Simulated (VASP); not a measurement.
Input of a VASP 6.6.1 run:

The input INCAR:

```
ALGO     = Normal         # electronic algorithm
EDIFF    = 1E-6           # SCF threshold, eV
ENCUT    = 600            # plane-wave cutoff, eV
GGA      = PS             # functional
GGA_COMPAT= F            
ISIF     = 2              # what is computed and relaxed
ISMEAR   = 1              # smearing method
LASPH    = T              # aspherical terms in the spheres
LCHARG   = F              # write CHGCAR
LREAL    = F              # projectors in reciprocal space
LWAVE    = F              # write WAVECAR
NBANDS   = 14             # bands
NELM     = 120            # most SCF steps
PREC     = Accurate       # precision mode
SIGMA    = 0.1            # smearing width, eV
```

Contents of KPOINTS:

```
k-points
0
Gamma
  4 4 4
```

POSCAR

```
HfN
1.0
    0.0000000000      2.4548220000      2.4548220000
    2.4548220000      0.0000000000      2.4548220000
    2.4548220000      2.4548220000      0.0000000000
Hf N
1 1
Direct
    0.0000000000      0.0000000000      0.0000000000
    0.7500000000      0.7500000000      0.7500000000
```

Potentials or basis: VASP PAW PBE potentials, release 64 (Hf_pv, N).

The run is started by

```sh
$ cat potpaw_PBE.64/Hf_pv/POTCAR potpaw_PBE.64/N/POTCAR > POTCAR
$ mpirun -np 1 vasp_std > vasp.out
```

Q: What does it give for the pressure?

A: -5.1 GPa.

Caveat: the k points lie up to 0.55 Å⁻¹ apart; the PAW data sets were made with another functional, which shifts forces and pressure a little.
